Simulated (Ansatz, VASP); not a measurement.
InPd: VASP beside Ansatz

INCAR

```
PREC = Accurate
ENCUT = 520
EDIFF = 1E-6
ISMEAR = -1
SIGMA = 0.05
LREAL = False
LASPH = True
NELM = 100
ALGO = Normal
ISIF = 2
LWAVE = False
LCHARG = True
GGA = PE
LELF = True
LVHAR = True
NBANDS = 18
```

File KPOINTS:

```
regular mesh
0
Gamma
  9 9 9
```

POSCAR

```
InPd
1.0
    3.2718847800      0.0000000000      0.0000000000
    0.0000000000      3.2718847800      0.0000000000
    0.0000000000      0.0000000000      3.2718847800
In Pd
1 1
Direct
   -0.0750000000     -0.0750000000     -0.0750000000
    0.5750000000      0.5750000000      0.5750000000
```

Input for Ansatz:

```yaml
crystal:
  lattice:
    - [3.27188478, 0.0, 0.0]
    - [0.0, 3.27188478, 0.0]
    - [0.0, 0.0, 3.27188478]
  atoms:
    - { symbol: In, position: [-0.075, -0.075, -0.075] }
    - { symbol: Pd, position: [0.575, 0.575, 0.575] }
kpoints:
  mp_grid: { grid: [9, 9, 9] }
scf:
  occupations: { method: fermi_dirac, width: 0.05 }
hamiltonian:
  xc: pbe
  pseudopotentials: { kind: all_electron, lapw: { basis_error: 0.001 } }
output:
  forces: true
  stress: true
  eigenvalues: true
  populations: true
```

Change from the starting cell: shortest bond scaled by 0.7, LAPW.

Alike in both runs: task single point; functional PBE; k mesh 9 × 9 × 9; occupations fermi-dirac, width 0.05 eV; no spin polarisation.

```csv
,VASP,Ansatz
version,VASP 6.6.1,Ansatz 0.2.0
potentials or method,"VASP PAW PBE potentials, release 64 (In_d, Pd), cutoff 520 eV","all-electron LAPW, scalar-relativistic"
```

VASP gave:

* pressure (GPa): 59.2
* traceless stress, the component that is largest in VASP (GPa): 47.09
* rms of the force components (eV/Å): 9.774

Which values does Ansatz return?

Pressure (GPa): 63.0; traceless stress, the component that is largest in VASP (GPa): 51.12; rms of the force components (eV/Å): 10.534.

Atom by atom the forces differ by 0.759 eV/Å (rms over components). Both programs put the cell under a high pressure, so it lies far from rest at this level. Ansatz ran all-electron here, and VASP with PAW potentials.
